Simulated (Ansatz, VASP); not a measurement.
Two plane-wave programs on AlRu

```
CELL_PARAMETERS angstrom
3.04915 0.00000 0.00000
0.00000 3.04915 0.00000
0.00000 0.00000 3.00408
ATOMIC_POSITIONS crystal
Al 0.00000 0.00000 0.00000
Ru 0.50000 0.50000 0.50000
```

Change from the starting cell: strain +0.015 along x and y, +0.000 along z, atoms carried along.

Alike in both runs: task single point; functional PBE; k mesh 20 × 20 × 20; occupations gaussian, width 0.15 eV; no spin polarisation.

|  | VASP | Ansatz |
| --- | --- | --- |
| version | VASP 6.6.1 | Ansatz 0.2.0 |
| potentials or method | VASP PAW PBE potentials, release 64 (Al, Ru_pv), cutoff 520 eV | scalar-relativistic, plane waves, PAW |
| valence electrons in the cell | 17 | 19 |

|  | VASP | Ansatz | Ansatz less VASP |
| --- | --- | --- | --- |
| gap on the k mesh at the Fermi level (eV) | none | none | - |
| pressure (GPa) | -5.7 | -5.7 | +0.05 |
| traceless stress, the component that is largest in VASP (GPa) | 1.53 | 1.53 | -0.001 |

A gap of «none» marks a metal or a gap that the smearing closes. VASP's potentials hold 17 valence electrons a cell and Ansatz's 19, so a difference there can come from the potentials and not from the codes.
